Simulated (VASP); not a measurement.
Ta2N: single point with PBEsol

Ta2N:

```
CELL_PARAMETERS angstrom
3.07862 0.00000 0.00000
-1.53931 2.66616 0.00000
0.00000 0.00000 4.82326
ATOMIC_POSITIONS crystal
Ta 0.66667 0.33333 0.74553
Ta 0.33333 0.66667 0.25302
N 0.00000 0.00000 0.01866
```

This cell differs from its parent crystal: atoms displaced along a vibrational mode.

```
Program             : VASP 6.6.1
Task                : single point
Functional          : PBEsol
Potentials or basis : VASP PAW PBE potentials, release 64 (Ta_pv, N)
Cutoff              : 520 eV
k mesh              : 18 × 18 × 10
Occupations         : gaussian, width 0.15 eV
Spin                : no spin polarisation
```

| Item | Value |
| --- | --- |
| Pressure | 1.4 GPa |
| Largest force | 1.512 eV/Å |
| Band gap on the k mesh | zero (an odd number of electrons rules out a gap without spin polarisation) |

Forces on the atoms (eV/Å):
```
Ta   0.000  0.000  0.665
Ta   0.000  0.000  0.846
N    0.000  0.000 -1.512
```

Stress tensor (GPa, compression positive):
```
1.76 0.00 0.00
0.00 1.76 0.00
0.00 0.00 0.74
```

Levels at points of the mesh, in eV from the Fermi level:
```tsv
k point	band 11	band 12	band 13	band 14	band 15	band 16
(0.00, 0.00, 0.00)	-4.89	-0.89	-0.23	-0.23	0.29	0.29
(0.50, 0.00, 0.00)	-4.67	-2.61	-1.31	1.91	1.95	3.76
(0.00, 0.00, 0.50)	-3.07	-2.49	-1.15	-1.15	1.87	2.18
(0.50, 0.00, 0.50)	-3.41	-2.14	-2.06	-0.15	0.81	3.40
```

It took 5.3 min on 1 thread of Intel Xeon 8259CL, with other jobs on the host, peak memory 0.35 GiB.

Caveat: the cell differs from its parent crystal (atoms displaced along a vibrational mode); the PAW data sets were made with another functional, which shifts forces and pressure a little; spin-orbit coupling is left out, which moves the levels of the heavy elements.
